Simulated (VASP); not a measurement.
Set up this calculation in VASP 6.6.1, as the native input.

```
Task                   : single point
Functional             : LDA
Potentials or basis    : VASP PAW LDA potentials, release 64 (Sb_d_GW, Pb_d)
Cutoff                 : 500 eV
k mesh                 : 5 × 5 × 5
Occupations            : methfessel-paxton, width 0.1 eV
Spin                   : no spin polarisation
Dipole correction      : no
Further INCAR settings : ALGO = Normal; EDIFF = 1e-06; NBANDS = 22
```

The structure of SbPb lies in POSCAR:

```
SbPb
1.0
    0.0000000000      3.1612430000      3.1612430000
    3.1612430000      0.0000000000      3.1612430000
    3.1612430000      3.1612430000      0.0000000000
Sb Pb
1 1
Direct
    0.5000000000      0.5000000000      0.5000000000
    0.0000000000      0.0000000000      0.0000000000
```

These files were run (other wordings do the same):

INCAR

```
PREC = Accurate
ENCUT = 500
EDIFF = 1E-6
ISMEAR = 1
SIGMA = 0.1
LREAL = F
LASPH = T
NELM = 120
ALGO = Normal
ISIF = 2
LWAVE = F
LCHARG = F
GGA = CA
NBANDS = 22
GGA_COMPAT = F
```

KPOINTS

```
Automatic mesh
0
Gamma
  5 5 5
```

Potentials or basis: VASP PAW LDA potentials, release 64 (Sb_d_GW, Pb_d).

The run is started by

```console
$ cat potpaw_LDA.64/Sb_d_GW/POTCAR potpaw_LDA.64/Pb_d/POTCAR > POTCAR
$ mpirun -np 1 vasp_std > vasp.out
```

Results of the run:

```yaml
Pressure: -2.6 GPa
Band_gap_on_the_k_mesh: zero (an odd number of electrons rules out a gap without spin polarisation)
```

Caveat: spin-orbit coupling is left out, which moves the levels of the heavy elements.

It took 14 s on 1 thread of Intel(R) Xeon(R) Platinum 8559C (Emerald Rapids), with other jobs on the host, peak memory 0.18 GiB.
